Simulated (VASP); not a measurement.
# AlRu4 (P-43m) in VASP: relaxation of cell and atoms with PBE

Aim: the relaxation of cell and atoms of AlRu4 with PBE.

Everything below comes from runs of VASP 6.6.1. Logs are shortened: lines on timing, memory, paths and dates and some standing lists are left out, and cuts for length are marked.

## Step 1: The cell of the first run

Symmetry: P-43m, No. 215, cubic system. Conventional cell: a = 4.355 Å, b = 4.355 Å, c = 4.355 Å, α = 90.00°, β = 90.00°, γ = 90.00°. Al (site symmetry -43m) has 4 Ru at 2.26 Å within 3.0 Å. Ru (site symmetry 3m) has 1 Al at 2.26 Å and 3 Ru at 2.47 Å within 3.0 Å.

The cell was generated, and may not be a known phase.

## Step 2: Relaxation of cell and atoms, PBE

File INCAR:

```
SYSTEM = AlRu4
ALGO     = Fast           ! electronic algorithm
EDIFF    = 1E-7           ! SCF threshold, eV
EDIFFG   = -0.01          ! ionic threshold
ENCUT    = 600            ! plane-wave cutoff, eV
GGA      = PE             ! functional
IBRION   = 2              ! ionic algorithm
ISIF     = 3              ! what is computed and relaxed
ISMEAR   = 0              ! smearing method
LASPH    = .TRUE.         ! aspherical terms in the spheres
LCHARG   = .FALSE.        ! write CHGCAR
LREAL    = .FALSE.        ! projectors in reciprocal space
LWAVE    = .FALSE.        ! write WAVECAR
NELM     = 80             ! most SCF steps
NSW      = 100            ! ionic steps
PREC     = Accurate       ! precision mode
SIGMA    = 0.1            ! smearing width, eV
```

File KPOINTS:

```
k-points
0
G
  10 10 10
  0 0 0
```

File POSCAR:

```
AlRu4
1.0
    4.3549410032      0.0000000000      0.0000000000
    0.0000000000      4.3549410032      0.0000000000
    0.0000000000      0.0000000000      4.3549410032
Al Ru
1 4
Direct
    0.0000000000      0.0000000000      0.0000000000
    0.2994103804      0.7005896196      0.7005896196
    0.7005896196      0.2994103804      0.7005896196
    0.7005896196      0.7005896196      0.2994103804
    0.2994103804      0.2994103804      0.2994103804
```

Potentials or basis: VASP PAW PBE potentials, release 64 (Al, Ru_pv).

Launch:

```
cat potpaw_PBE.64/Al/POTCAR potpaw_PBE.64/Ru_pv/POTCAR > POTCAR
mpirun -np 1 vasp_std > vasp.out
```

OUTCAR:

```text
SYSTEM = AlRu4
   EDIFF = 1E-7
   EDIFFG = -0.01
   ENCUT = 600
   GGA = PE
   IBRION = 2
   ISIF = 3
   ISMEAR = 0
   LASPH = .TRUE.
   LREAL = .FALSE.
   NELM = 80
   NSW = 100
   PREC = Accurate

 ion  position               nearest neighbor table
   1  0.000  0.000  0.000-   2 2.26   3 2.26   4 2.26   5 2.26
   2  0.299  0.701  0.701-   1 2.26   3 2.47   4 2.47   5 2.47   3 3.14   5 3.14   4 3.14   5 3.14
                             3 3.14   4 3.14
   3  0.701  0.299  0.701-   1 2.26   2 2.47   4 2.47   5 2.47   2 3.14   5 3.14   4 3.14   5 3.14
                             2 3.14   4 3.14
   4  0.701  0.701  0.299-   1 2.26   2 2.47   3 2.47   5 2.47   2 3.14   5 3.14   3 3.14   5 3.14
                             2 3.14   3 3.14
   5  0.299  0.299  0.299-   1 2.26   2 2.47   3 2.47   4 2.47   2 3.14   3 3.14   2 3.14   4 3.14
                             3 3.14   4 3.14

  LATTYP: Found a simple cubic cell.
 ALAT       =     4.3549410032

  Lattice vectors:

 A1 = (   4.3549410032,   0.0000000000,   0.0000000000)
 A2 = (   0.0000000000,   4.3549410032,   0.0000000000)
 A3 = (   0.0000000000,   0.0000000000,   4.3549410032)

Analysis of symmetry for initial positions (statically):
=====================================================================
 Subroutine PRICEL returns:
 Original cell was already a primitive cell.

 Routine SETGRP: Setting up the symmetry group for a
 simple cubic supercell.

 Subroutine GETGRP returns: Found 24 space group operations
 (whereof 24 operations were pure point group operations)
 out of a pool of 48 trial point group operations.

The static configuration has the point symmetry T_d .

Analysis of symmetry for dynamics (positions and initial velocities):
=====================================================================
 Subroutine PRICEL returns:
 Original cell was already a primitive cell.

 Routine SETGRP: Setting up the symmetry group for a
 simple cubic supercell.

 Subroutine GETGRP returns: Found 24 space group operations
 (whereof 24 operations were pure point group operations)
 out of a pool of 48 trial point group operations.

The dynamic configuration has the point symmetry T_d .

 Subroutine INISYM returns: Found 24 space group operations
 (whereof 24 operations are pure point group operations),
 and found     1 'primitive' translations

----------------------------------------------------------------------------------------

                                     Primitive cell

  volume of cell :      82.5937

  direct lattice vectors                    reciprocal lattice vectors
     4.354941003  0.000000000  0.000000000     0.229624236  0.000000000  0.000000000
     0.000000000  4.354941003  0.000000000     0.000000000  0.229624236  0.000000000
     0.000000000  0.000000000  4.354941003     0.000000000  0.000000000  0.229624236

  length of vectors
     4.354941003  4.354941003  4.354941003     0.229624236  0.229624236  0.229624236

  position of ions in fractional coordinates (direct lattice)
     0.000000000  0.000000000  0.000000000
     0.299410380  0.700589620  0.700589620
     0.700589620  0.299410380  0.700589620
     0.700589620  0.700589620  0.299410380
     0.299410380  0.299410380  0.299410380

  ion indices of the primitive-cell ions
   primitive index   ion index
                 1           1
                 2           2
                 3           3
                 4           4
                 5           5

----------------------------------------------------------------------------------------

 KPOINTS: k-points

Automatic generation of k-mesh.
 Grid dimensions read from file:
 generate k-points for:   10   10   10

 Generating k-lattice:

  Cartesian coordinates                     Fractional coordinates (reciprocal lattice)
     0.022962424  0.000000000  0.000000000     0.100000000  0.000000000  0.000000000
     0.000000000  0.022962424  0.000000000     0.000000000  0.100000000  0.000000000
     0.000000000  0.000000000  0.022962424     0.000000000  0.000000000  0.100000000

  Length of vectors
     0.022962424  0.022962424  0.022962424

  Shift w.r.t. Gamma in fractional coordinates (k-lattice)
     0.000000000  0.000000000  0.000000000

 Subroutine IBZKPT returns following result:
 ===========================================

 Found     56 irreducible k-points:

 Following reciprocal coordinates:
            Coordinates               Weight
  0.000000  0.000000  0.000000      1.000000
  0.100000  0.000000  0.000000      6.000000
  0.200000  0.000000  0.000000      6.000000
  0.300000  0.000000  0.000000      6.000000
  0.400000  0.000000  0.000000      6.000000
  0.500000  0.000000  0.000000      3.000000
[... 16 lines left out ...]
  0.200000  0.100000  0.100000     24.000000
  0.300000  0.100000  0.100000     24.000000
 [... further k-points ...]
   k-points           NKPTS =     56   k-points in BZ     NKDIM =     56   number of bands    NBANDS=     35
   number of dos      NEDOS =    301   number of ions     NIONS =      5
   total plane-waves  NPLWV =  46656
   dimension x,y,z NGX =    36 NGY =   36 NGZ =   36
   dimension x,y,z NGXF=    72 NGYF=   72 NGZF=   72
   ions per type =               1   4
   NGX,Y,Z   is equivalent  to a cutoff of  13.74, 13.74, 13.74 a.u.
   NGXF,Y,Z  is equivalent  to a cutoff of  27.49, 27.49, 27.49 a.u.
 SYSTEM =  AlRu4
   PREC   = accura    normal or accurate (medium, high low for compatibility)
   ISTART =      0    job   : 0-new  1-cont  2-samecut
   ICHARG =      2    charge: 1-file 2-atom 10-const
   ISPIN  =      1    spin polarized calculation?
   LNONCOLLINEAR =      F non collinear calculations
   LSORBIT =      F    spin-orbit coupling
   LASPH  =      T    aspherical Exc in radial PAW
   ENCUT  =  600.0 eV  44.10 Ry    6.64 a.u.   8.70  8.70  8.70*2*pi/ulx,y,z
   NELM   =     80;   NELMIN=  2; NELMDL= -5     # of ELM steps
   EDIFF  = 0.1E-06   stopping-criterion for ELM
   LREAL  =      F    real-space projection
   EDIFFG = -.1E-01   stopping-criterion for IOM
   NSW    =    100    number of steps for IOM
   IBRION =      2    ionic relax: 0-MD 1-quasi-New 2-CG
   NFREE  =      1    steps in history (QN), initial steepest desc. (CG)
   ISIF   =      3    stress and relaxation
   ISYM   =      2    0-nonsym 1-usesym 2-fastsym
   POTIM  = 0.5000    time-step for ionic-motion
   TEBEG  =    0.0;   TEEND  =   0.0 temperature during run
   PSTRESS=    0.0 pullay stress
   NELECT =      59.0000    total number of electrons
   NUPDOWN=      -1.0000    fix difference up-down
   EMIN   =  10.00;   EMAX   =-10.00  energy-range for DOS
   EFERMI =   0.00;   METHOD = LEGACY
   ISMEAR =     0;   SIGMA  =   0.10  broadening in eV -4-tet -1-fermi 0-gaus
   EFERMI_NEDOS =   21; number of points for ismear=-14 and -15
   IALGO  =     68    algorithm
   IMIX   =      4    mixing-type and parameters
     AMIX     =   0.40;   BMIX     =  1.00
     AMIX_MAG =   1.60;   BMIX_MAG =  1.00
  volume/ion in A,a.u.               =      16.52       111.47
  Fermi-wavevector in a.u.,A,eV,Ry     =   1.463446  2.765511 29.139227  2.141673
  Thomas-Fermi vector in A             =   2.579539
   LORBIT       =      0    0 simple, 1 ext, 2 COOP (PROOUT), +10 PAW based schemes
   GGA     = PE    functional components
   LHFCALC =     F    Hartree Fock is set to
   AEXX    =    0.0000 exact exchange contribution
   IVDW    =     0    specifies the selected vdW correction
   LEPSILON=     F    determine dielectric tensor
   LRPA    =     F    only Hartree local field effects (RPA)
 conjugate gradient relaxation of ions
 non-spin polarized calculation
 RMM-DIIS sequential band-by-band and
 Gauss-broadening in eV      SIGMA  =   0.10
  energy-cutoff  :      600.00
  volume of cell :       82.59
 maximum number of plane-waves:      2800
 NGX is ok and might be reduce to    36
   NGX = 17   NGY = 17   NGZ = 17

--------------------------------------- Ionic step        1  -------------------------------------------

 number of electron      58.9999974 magnetization

 Free energy of the ion-electron system (eV)
  ---------------------------------------------------
  ext. energy  EPLUGINS =         0.00000000
  ---------------------------------------------------
  free energy    TOTEN  =       -35.55902154 eV

  energy without entropy =      -35.53757604  energy(sigma->0) =      -35.54829879

------------------------ aborting loop because EDIFF is reached ----------------------------------------

  FORCE on cell =-STRESS in cart. coord.  units (eV):
  Direction    XX          YY          ZZ          XY          YZ          ZX
  --------------------------------------------------------------------------------------
  -------------------------------------------------------------------------------------
  Total        0.1198146      0.1198146      0.1198146      0.0000000      0.0000000      0.0000000
  in kB        2.3242008      2.3242008      2.3242008      0.0000000      0.0000000      0.0000000
  external PRESSURE =       2.3242008 kB  Pullay stress =       0.0000000 kB
[... 63 lines left out ...]
  energy  without entropy=      -35.5376761194  energy(sigma->0) =      -35.54840493

--------------------------------------- Ionic step        3  -------------------------------------------

 number of electron      58.9999976 magnetization

 Free energy of the ion-electron system (eV)
  ---------------------------------------------------
  ext. energy  EPLUGINS =         0.00000000
  ---------------------------------------------------
  free energy    TOTEN  =       -35.55939775 eV

  energy without entropy =      -35.53794727  energy(sigma->0) =      -35.54867251

 E-fermi :   8.8889     XC(G=0): -12.2087

 val. band max:        8.8634801497   @ k =   0.2000   0.2000   0.0000
 cond. band min:       8.8992351708   @ k =   0.4000   0.4000   0.3000
 fundamental gap:      0.0357550211
 Fermi energy:         8.8889274951

 k-point     1 :       0.0000    0.0000    0.0000
  band No.  band energies     occupation
      1     -34.4510      2.00000
      2     -33.8515      2.00000
      3     -33.8515      2.00000
      4     -33.8515      2.00000
      5     -33.7893      2.00000
      6     -33.7893      2.00000
[... 901 lines left out ...]
     34      10.2398      0.00000
     35      11.8357      0.00000

 [... further k-points ...]
[... 5 lines left out ...]
  --------------------------------------------------------------------------------------
  -------------------------------------------------------------------------------------
  Total        0.0098063      0.0098063      0.0098063      0.0000000     -0.0000000     -0.0000000
  in kB        0.1898749      0.1898749      0.1898749      0.0000000     -0.0000000     -0.0000000
  external PRESSURE =       0.1898749 kB  Pullay stress =       0.0000000 kB
[... 20 lines left out ...]
  FREE ENERGIE OF THE ION-ELECTRON SYSTEM (eV)
  ---------------------------------------------------
  free  energy   TOTEN  =       -35.5593977532 eV

  energy  without entropy=      -35.5379472685  energy(sigma->0) =      -35.54867251

 reached required accuracy - stopping structural energy minimisation
```

Wall time 10 min (1 thread of Intel Xeon Platinum 8375C at 2.90GHz (Ice Lake), shared host); peak memory 0.32 GiB.

Results:

| Quantity | Value |
| --- | --- |
| Free energy | -35.5594 eV |
| Relaxed volume | 16.55 Å³/atom |
| Relaxed cell | a = 4.358 Å, b = 4.358 Å, c = 4.358 Å, α = 90.00°, β = 90.00°, γ = 90.00° |
| Space group after relaxing (to 0.1 Å) | P-43m (No. 215) |
| Energy gained by relaxing | 0.1 meV/atom |
| Ionic steps | 3 |
| Pressure after relaxing | 0.0 GPa |
| Band gap on the k mesh | zero (an odd number of electrons rules out a gap without spin polarisation) |

The path:
```
step  energy change (eV)  largest force (eV/Å)  pressure (GPa)  volume (Å³)
   1              0.0000                0.0742            0.23        82.59
   2             -0.0001                0.0646           -0.12        82.88
   3             -0.0004                0.0000            0.02        82.75
```

Final structure:
```
Al Ru
1.0
     4.35762    0.00000    0.00000
     0.00000    4.35762    0.00000
     0.00000    0.00000    4.35762
Al Ru
1 4
Direct
  0.00000 0.00000 0.00000
  0.29966 0.70034 0.70034
  0.70034 0.29966 0.70034
  0.70034 0.70034 0.29966
  0.29966 0.29966 0.29966
```

Levels at points of the mesh, in eV from the Fermi level:
```tsv
k point	band 27	band 28	band 29	band 30	band 31	band 32	band 33	band 34
(0.00, 0.00, 0.00)	-0.42	0.56	0.62	0.62	0.62	1.08	1.08	1.08
(0.50, 0.00, 0.00)	-1.10	-0.84	-0.14	-0.14	0.31	0.42	1.22	1.22
(0.50, 0.50, 0.00)	-0.95	-0.95	-0.74	-0.74	0.19	1.10	1.75	1.75
(0.50, 0.50, 0.50)	-1.23	-1.23	0.66	0.66	0.95	0.95	0.95	1.16
```

The gap in the log of VASP goes by the Fermi energy; the results here count the filled bands.